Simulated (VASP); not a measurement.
NaH, 2 atoms in the cell. It takes space group Pm-3m (No. 221, cubic). The conventional cell has a = 2.932 Å, b = 2.932 Å, c = 2.932 Å, α = 90.00°, β = 90.00°, γ = 90.00°. Na (site symmetry m-3m) has 8 H at 2.54 Å and 6 Na at 2.93 Å within 3.4 Å. H (site symmetry m-3m) has 8 Na at 2.54 Å and 6 H at 2.93 Å within 3.4 Å. 

```yaml
Program: VASP 6.6.1
Task: single point
Functional: LDA
Potentials_or_basis: VASP PAW LDA potentials, release 64 (Na_pv, H)
Cutoff: 520 eV
k_mesh: 8 × 8 × 8
Occupations: gaussian, width 0.01 eV
Spin: no spin polarisation
Dipole_correction: no
Further_INCAR_settings: ALGO = Normal; EDIFF = 1e-07; NBANDS = 11
```

Potentials or basis: VASP PAW LDA potentials, release 64 (Na_pv, H).

The run is started by

```bash
$ cat potpaw_LDA.64/Na_pv/POTCAR potpaw_LDA.64/H/POTCAR > POTCAR
$ mpirun -np 1 vasp_std > vasp.out
```

Hardware: 1 thread of Intel(R) Xeon(R) Platinum 8259CL CPU @ 2.50GHz (Skylake/Cascade Lake), with other jobs on the host.

**Question.** How long does it take, and how much memory?

**Answer.** Wall time 3.8 s on 1 thread of Intel(R) Xeon(R) Platinum 8259CL CPU @ 2.50GHz (Skylake/Cascade Lake), on a shared host, peak memory 0.12 GiB. Counts: scf iterations 12, k points 35.
